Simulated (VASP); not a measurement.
# W in VASP: single point with PBE

Aim: the single point of W with PBE.

All numbers are computed with VASP 6.6.1; they aren't measurements. Logs are shortened: lines on timing, memory, paths and dates and some standing lists are left out, and cuts for length are marked.

**1. The cell of the first run**

The cell holds a wire or tube with vacuum around it, 18 atoms: a = 18.600 Å, b = 18.900 Å, c = 3.090 Å, α = 90.00°, β = 90.00°, γ = 90.00°.

**2. Single point, PBE**

The input, INCAR:

```
SYSTEM = W
  ALGO = Normal
  EDIFF = 1E-6
  ENCUT = 520
  GGA = PE
  ISIF = 2
  ISMEAR = 0
  KPAR = 4
  LASPH = .True.
  LCHARG = .True.
  LREAL = Auto
  LVHAR = .True.
  LWAVE = .False.
  NBANDS = 141
  NELM = 100
  PREC = Accurate
  SIGMA = 0.05
```

The input, KPOINTS:

```
k-points
0
Gamma
  1 1 17
  0 0 0
```

The input, POSCAR:

```
W
1.0
   18.6000000000      0.0000000000      0.0000000000
    0.0000000000     18.9000000000      0.0000000000
    0.0000000000      0.0000000000      3.0898288589
W
18
Direct
    0.2422455043      0.3623169650      0.0000000000
    0.2431268648      0.5000000000      0.0000000000
    0.2422455043      0.6376830350      0.0000000000
    0.4150674903      0.3289994786      0.0000000000
    0.4190207330      0.5000000000      0.0000000000
    0.4150674903      0.6710005214      0.0000000000
    0.5849146072      0.3335001118      0.0000000000
    0.5882964737      0.5000000000      0.0000000000
    0.5849146072      0.6664998882      0.0000000000
    0.7470291950      0.5000000000      0.0000000000
    0.3322113245      0.4170896426      0.5000000000
    0.3322113245      0.5829103574      0.5000000000
    0.4980226820      0.2579590702      0.5000000000
    0.5011170996      0.4145781866      0.5000000000
    0.5011170996      0.5854218134      0.5000000000
    0.4980226820      0.7420409298      0.5000000000
    0.6709463211      0.4169184275      0.5000000000
    0.6709463211      0.5830815725      0.5000000000
```

Potentials or basis: VASP PAW PBE potentials, release 64 (W_sv).

On the command line:

```
cat potpaw_PBE.64/W_sv/POTCAR > POTCAR
mpirun -np 4 vasp_std > vasp.out
```

OUTCAR:

```text
SYSTEM = W
   EDIFF = 1E-6
   ENCUT = 520
   GGA = PE
   ISIF = 2
   ISMEAR = 0
   LASPH = .True.
   LREAL = Auto
   NELM = 100
   PREC = Accurate

 ion  position               nearest neighbor table
   1  0.242  0.362  0.000-  11 2.50  11 2.50   2 2.60   4 3.28
   2  0.243  0.500  0.000-   1 2.60   3 2.60  11 2.75  12 2.75  11 2.75  12 2.75   5 3.27
   3  0.242  0.638  0.000-  12 2.50  12 2.50   2 2.60   6 3.28
   4  0.415  0.329  0.000-  13 2.56  13 2.56  11 2.74  11 2.74  14 2.75  14 2.75   7 3.16   5 3.23
                             1 3.28
   5  0.419  0.500  0.000-  14 2.71  15 2.71  14 2.71  15 2.71  11 2.73  12 2.73  11 2.73  12 2.73
                             8 3.15   6 3.23   4 3.23   2 3.27
   6  0.415  0.671  0.000-  16 2.56  16 2.56  12 2.74  12 2.74  15 2.75  15 2.75   9 3.16   5 3.23
                             3 3.28
   7  0.585  0.334  0.000-  13 2.65  13 2.65  14 2.68  14 2.68  17 2.73  17 2.73   8 3.15   4 3.16
[... 5 lines left out ...]
  10  0.747  0.500  0.000-  17 2.62  18 2.62  17 2.62  18 2.62   8 2.95
  11  0.332  0.417  0.500-   1 2.50   1 2.50   5 2.73   5 2.73   4 2.74   4 2.74   2 2.75   2 2.75
                            12 3.13  14 3.14
  12  0.332  0.583  0.500-   3 2.50   3 2.50   5 2.73   5 2.73   6 2.74   6 2.74   2 2.75   2 2.75
                            11 3.13  15 3.14
  13  0.498  0.258  0.500-   4 2.56   4 2.56   7 2.65   7 2.65  14 2.96
  14  0.501  0.415  0.500-   7 2.68   7 2.68   5 2.71   5 2.71   4 2.75   4 2.75   8 2.76   8 2.76
                            13 2.96  11 3.14  17 3.16  15 3.23
  15  0.501  0.585  0.500-   9 2.68   9 2.68   5 2.71   5 2.71   6 2.75   6 2.75   8 2.76   8 2.76
                            16 2.96  12 3.14  18 3.16  14 3.23
  16  0.498  0.742  0.500-   6 2.56   6 2.56   9 2.65   9 2.65  15 2.96
  17  0.671  0.417  0.500-  10 2.62  10 2.62   8 2.69   8 2.69   7 2.73   7 2.73  18 3.14  14 3.16

  18  0.671  0.583  0.500-  10 2.62  10 2.62   8 2.69   8 2.69   9 2.73   9 2.73  17 3.14  15 3.16

  LATTYP: Found a simple orthorhombic cell.
 ALAT       =     3.0898288589
 B/A-ratio  =     6.0197508825
 C/A-ratio  =     6.1168436386

  Lattice vectors:

 A1 = (   0.0000000000,   0.0000000000,   3.0898288589)
 A2 = (  18.6000000000,   0.0000000000,   0.0000000000)
 A3 = (   0.0000000000,  18.9000000000,   0.0000000000)

Analysis of symmetry for initial positions (statically):
=====================================================================
 Subroutine PRICEL returns:
 Original cell was already a primitive cell.

 Routine SETGRP: Setting up the symmetry group for a
 simple orthorhombic supercell.

 Subroutine GETGRP returns: Found  4 space group operations
 (whereof  4 operations were pure point group operations)
 out of a pool of  8 trial point group operations.

The static configuration has the point symmetry C_2v.

Analysis of symmetry for dynamics (positions and initial velocities):
=====================================================================
 Subroutine PRICEL returns:
 Original cell was already a primitive cell.

 Routine SETGRP: Setting up the symmetry group for a
 simple orthorhombic supercell.

 Subroutine GETGRP returns: Found  4 space group operations
 (whereof  4 operations were pure point group operations)
 out of a pool of  8 trial point group operations.

The dynamic configuration has the point symmetry C_2v.

 Subroutine INISYM returns: Found  4 space group operations
 (whereof  4 operations are pure point group operations),
 and found     1 'primitive' translations

----------------------------------------------------------------------------------------

                                     Primitive cell

  volume of cell :    1086.1984

  direct lattice vectors                    reciprocal lattice vectors
    18.600000000  0.000000000  0.000000000     0.053763441  0.000000000  0.000000000
     0.000000000 18.900000000  0.000000000     0.000000000  0.052910053  0.000000000
     0.000000000  0.000000000  3.089828859     0.000000000  0.000000000  0.323642521

  length of vectors
    18.600000000 18.900000000  3.089828859     0.053763441  0.052910053  0.323642521

  position of ions in fractional coordinates (direct lattice)
     0.242245504  0.362316965  0.000000000
     0.243126865  0.500000000  0.000000000
     0.242245504  0.637683035  0.000000000
     0.415067490  0.328999479  0.000000000
     0.419020733  0.500000000  0.000000000
     0.415067490  0.671000521  0.000000000
[... 10 lines left out ...]
     0.670946321  0.416918428  0.500000000
     0.670946321  0.583081572  0.500000000

  ion indices of the primitive-cell ions
   primitive index   ion index
                 1           1
                 2           2
                 3           3
                 4           4
                 5           5
                 6           6
[... 10 lines left out ...]
                17          17
                18          18

----------------------------------------------------------------------------------------

 KPOINTS: k-points

Automatic generation of k-mesh.
 Grid dimensions read from file:
 generate k-points for:    1    1   17

 Generating k-lattice:

  Cartesian coordinates                     Fractional coordinates (reciprocal lattice)
     0.053763441  0.000000000  0.000000000     1.000000000  0.000000000  0.000000000
     0.000000000  0.052910053  0.000000000     0.000000000  1.000000000  0.000000000
     0.000000000  0.000000000  0.019037795     0.000000000  0.000000000  0.058823529

  Length of vectors
     0.053763441  0.052910053  0.019037795

  Shift w.r.t. Gamma in fractional coordinates (k-lattice)
     0.000000000  0.000000000  0.000000000

 Subroutine IBZKPT returns following result:
 ===========================================

 Found      9 irreducible k-points:

 Following reciprocal coordinates:
            Coordinates               Weight
  0.000000  0.000000  0.000000      1.000000
  0.000000  0.000000  0.058824      2.000000
  0.000000  0.000000  0.117647      2.000000
  0.000000  0.000000  0.176471      2.000000
  0.000000  0.000000  0.235294      2.000000
  0.000000  0.000000  0.294118      2.000000
  0.000000  0.000000  0.352941      2.000000
  0.000000  0.000000  0.411765      2.000000
  0.000000  0.000000  0.470588      2.000000
   k-points           NKPTS =      9   k-points in BZ     NKDIM =      9   number of bands    NBANDS=    141
   number of dos      NEDOS =    301   number of ions     NIONS =     18
   total plane-waves  NPLWV = 483840
   dimension x,y,z NGX =   140 NGY =  144 NGZ =   24
   dimension x,y,z NGXF=   280 NGYF=  288 NGZF=   48
   ions per type =              18
   NGX,Y,Z   is equivalent  to a cutoff of  12.51, 12.67, 12.91 a.u.
   NGXF,Y,Z  is equivalent  to a cutoff of  25.03, 25.33, 25.83 a.u.
 SYSTEM =  W
   PREC   = accura    normal or accurate (medium, high low for compatibility)
   ISTART =      0    job   : 0-new  1-cont  2-samecut
   ICHARG =      2    charge: 1-file 2-atom 10-const
   ISPIN  =      1    spin polarized calculation?
   LNONCOLLINEAR =      F non collinear calculations
   LSORBIT =      F    spin-orbit coupling
   LASPH  =      T    aspherical Exc in radial PAW
   ENCUT  =  520.0 eV  38.22 Ry    6.18 a.u.  34.58 35.14  5.75*2*pi/ulx,y,z
   NELM   =    100;   NELMIN=  2; NELMDL= -5     # of ELM steps
   EDIFF  = 0.1E-05   stopping-criterion for ELM
   LREAL  =      T    real-space projection
   EDIFFG = 0.1E-04   stopping-criterion for IOM
   NSW    =      0    number of steps for IOM
   IBRION =     -1    ionic relax: 0-MD 1-quasi-New 2-CG
   NFREE  =      0    steps in history (QN), initial steepest desc. (CG)
   ISIF   =      2    stress and relaxation
   ISYM   =      2    0-nonsym 1-usesym 2-fastsym
   POTIM  = 0.5000    time-step for ionic-motion
   TEBEG  =    0.0;   TEEND  =   0.0 temperature during run
   PSTRESS=    0.0 pullay stress
   NELECT =     252.0000    total number of electrons
   NUPDOWN=      -1.0000    fix difference up-down
   EMIN   =  10.00;   EMAX   =-10.00  energy-range for DOS
   EFERMI =   0.00;   METHOD = LEGACY
   ISMEAR =     0;   SIGMA  =   0.05  broadening in eV -4-tet -1-fermi 0-gaus
   EFERMI_NEDOS =   21; number of points for ismear=-14 and -15
   IALGO  =     38    algorithm
   IMIX   =      4    mixing-type and parameters
     AMIX     =   0.40;   BMIX     =  1.00
     AMIX_MAG =   1.60;   BMIX_MAG =  1.00
  volume/ion in A,a.u.               =      60.34       407.22
  Fermi-wavevector in a.u.,A,eV,Ry     =   1.005940  1.900950 13.767935  1.011915
  Thomas-Fermi vector in A             =   2.138651
   LORBIT       =      0    0 simple, 1 ext, 2 COOP (PROOUT), +10 PAW based schemes
   GGA     = PE    functional components
   LHFCALC =     F    Hartree Fock is set to
   AEXX    =    0.0000 exact exchange contribution
   IVDW    =     0    specifies the selected vdW correction
   LEPSILON=     F    determine dielectric tensor
   LRPA    =     F    only Hartree local field effects (RPA)
 non-spin polarized calculation
 Gauss-broadening in eV      SIGMA  =   0.05
  energy-cutoff  :      520.00
  volume of cell :     1086.20
 maximum number of plane-waves:     29297
 NGX is ok and might be reduce to   140
   NGX = 69   NGY = 71   NGZ = 11

 number of electron     252.0000018 magnetization

 Free energy of the ion-electron system (eV)
  ---------------------------------------------------
  ext. energy  EPLUGINS =         0.00000000
  ---------------------------------------------------
  free energy    TOTEN  =      -207.99444443 eV

  energy without entropy =     -207.97769885  energy(sigma->0) =     -207.98607164

 E-fermi :   0.1023     XC(G=0):  -4.8060

 val. band max:        0.0960223921   @ k =   0.0000   0.0000   0.1765
 cond. band min:       0.1113282876   @ k =   0.0000   0.0000   0.1176
 fundamental gap:      0.0153058955
 Fermi energy:         0.1023003662

 k-point     1 :       0.0000    0.0000    0.0000
  band No.  band energies     occupation
      1     -74.0755      2.00000
      2     -74.0627      2.00000
      3     -74.0316      2.00000
      4     -74.0100      2.00000
      5     -73.9832      2.00000
      6     -73.9701      2.00000
[... 1258 lines left out ...]
    137       1.7858      0.00000
    138       1.9348      0.00000
 [bands above 138 left out]

------------------------ aborting loop because EDIFF is reached ----------------------------------------

  FORCE on cell =-STRESS in cart. coord.  units (eV):
  Direction    XX          YY          ZZ          XY          YZ          ZX
  --------------------------------------------------------------------------------------
  -------------------------------------------------------------------------------------
  Total        1.0331500      1.0460957      1.1744956      0.0000000      0.0000000      0.0000000
  in kB        1.5239292      1.5430246      1.7324184      0.0000000      0.0000000      0.0000000
  external PRESSURE =       1.5997907 kB  Pullay stress =       0.0000000 kB

 VOLUME and BASIS-vectors are now :
 -----------------------------------------------------------------------------
  energy-cutoff  :      520.00
  volume of cell :     1086.20
      direct lattice vectors                 reciprocal lattice vectors
    18.600000000  0.000000000  0.000000000     0.053763441  0.000000000  0.000000000
     0.000000000 18.900000000  0.000000000     0.000000000  0.052910053  0.000000000
     0.000000000  0.000000000  3.089828859     0.000000000  0.000000000  0.323642521

 POSITION                                       TOTAL-FORCE (eV/Angst)
 -----------------------------------------------------------------------------------
      4.50577      6.84779      0.00000        -0.082061     -0.078623      0.000000
      4.52216      9.45000      0.00000        -0.032213      0.000000      0.000000
      4.50577     12.05221      0.00000        -0.082061      0.078623      0.000000
      7.72026      6.21809      0.00000        -0.025954     -0.008795     -0.000000
      7.79379      9.45000      0.00000        -0.006108      0.000000      0.000000
      7.72026     12.68191      0.00000        -0.025954      0.008795     -0.000000
[... 10 lines left out ...]
     12.47960      7.87976      1.54491         0.022429     -0.031180      0.000000
     12.47960     11.02024      1.54491         0.022429      0.031180      0.000000
 -----------------------------------------------------------------------------------
    total drift:                                0.012565      0.000000      0.000000

  FREE ENERGIE OF THE ION-ELECTRON SYSTEM (eV)
  ---------------------------------------------------
  free  energy   TOTEN  =      -207.9944444303 eV

  energy  without entropy=     -207.9776988472  energy(sigma->0) =     -207.98607164
```

It took 23 min on 4 MPI ranks of Intel Xeon Platinum 8259CL at 2.50GHz (Skylake/Cascade Lake), shared host; peak memory 1.5 GiB.

Results:

| Quantity | Value |
| --- | --- |
| Free energy | -207.9944 eV |
| Largest force | 0.114 eV/Å |
| Band gap on the k mesh | zero (bands 126 and 127 overlap by 0.53 eV) |

Forces in eV/Å, atoms in the order of the input:
```
W   -0.082 -0.079  0.000
W   -0.032  0.000  0.000
W   -0.082  0.079  0.000
W   -0.026 -0.009  0.000
W   -0.006  0.000  0.000
W   -0.026  0.009  0.000
W    0.029 -0.031  0.000
W   -0.005  0.000  0.000
W    0.029  0.031  0.000
W    0.067  0.000  0.000
W    0.046  0.040  0.000
W    0.046 -0.040  0.000
W    0.006 -0.064  0.000
W   -0.007 -0.005  0.000
W   -0.007  0.005  0.000
W    0.006  0.064  0.000
W    0.022 -0.031  0.000
W    0.022  0.031  0.000
```

Levels at points of the mesh, in eV from the Fermi level:
```tsv
k point	band 125	band 126	band 127	band 128	band 129	band 130
(0.00, 0.00, 0.00)	-0.10	-0.08	-0.01	0.03	0.09	0.11
```

Caveat: spin-orbit coupling is left out, which moves the levels of the heavy elements.
